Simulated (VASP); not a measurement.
A run of VASP 6.6.1 is set up as follows.

Contents of INCAR:

```
PREC = Accurate ; ENCUT = 520
EDIFF = 1E-6 ; ISMEAR = 0
SIGMA = 0.1 ; LREAL = False
LASPH = True ; NELM = 60
ALGO = Normal ; ISIF = 2
LWAVE = False ; LCHARG = True
GGA = PE ; LELF = True
LVHAR = True ; NBANDS = 24
```

KPOINTS

```
Automatic mesh
0
Gamma
  12 12 4
```

File POSCAR:

```
LaAl3N2
1.0
    3.0858048120      0.0000000000      0.0000000000
   -1.5429024060      2.6723853583      0.0000000000
    0.0000000000      0.0000000000     10.3187432918
La Al N
1 3 2
Direct
    0.0000000000      0.0000000000      0.9742446798
    0.6666666667      0.3333333333      0.2383250464
    0.0000000000      0.0000000000      0.4854216248
    0.3333333333      0.6666666667      0.7122214235
    0.6666666667      0.3333333333      0.4189259318
    0.3333333333      0.6666666667      0.1708612938
```

Potentials or basis: VASP PAW PBE potentials, release 64 (La, Al, N).

Launch:

```bash
$ cat potpaw_PBE.64/La/POTCAR potpaw_PBE.64/Al/POTCAR potpaw_PBE.64/N/POTCAR > POTCAR
$ mpirun -np 1 vasp_std > vasp.out
```

What does it give for the band gap on the k mesh?

Zero (band 15 reaches 9.54 eV, above the bottom of band 16 at 8.91 eV).

Estimate the largest force.

0.010 eV/Å.

Stress tensor (GPa, compression positive):
```
7.17 0.00 0.00
0.00 7.17 0.00
0.00 0.00 7.08
```

Caveat: spin-orbit coupling is left out, which moves the levels of the heavy elements.
